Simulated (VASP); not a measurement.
A run of VASP 6.6.1 is set up as follows.

File INCAR:

```
SYSTEM = C
ALGO = Normal ; EDIFF = 1E-7
ENCUT = 520 ; GGA = PE
ISIF = 2 ; ISMEAR = 0
LASPH = .TRUE. ; LCHARG = .FALSE.
LREAL = .FALSE. ; LWAVE = .FALSE.
NBANDS = 11 ; NELM = 100
PREC = Accurate ; SIGMA = 0.05
```

The input KPOINTS:

```
k-points
0
G
  30 30 1
  0 0 0
```

The input POSCAR:

```
C
1.0
    2.4699988100      0.0000000000      0.0000000000
   -1.2349994100      2.1390817200      0.0000000000
    0.0000000000      0.0000000000     13.0339500000
C
2
Direct
    0.6666666700      0.3333333300      0.4986976300
    0.3333333300      0.6666666700      0.5013023700
```

Potentials or basis: VASP PAW PBE potentials, release 64 (C).

The run is started by

```bash
$ cat potpaw_PBE.64/C/POTCAR > POTCAR
$ mpirun -np 1 vasp_std > vasp.out
```

Q: Predict the band gap on the k mesh.

A: Zero (filled and empty bands touch).

Q: What does it give for the largest force?

A: 0.569 eV/Å.

Forces in eV/Å, atoms in the order of the input:
```
C    0.000  0.000  0.569
C    0.000  0.000 -0.569
```
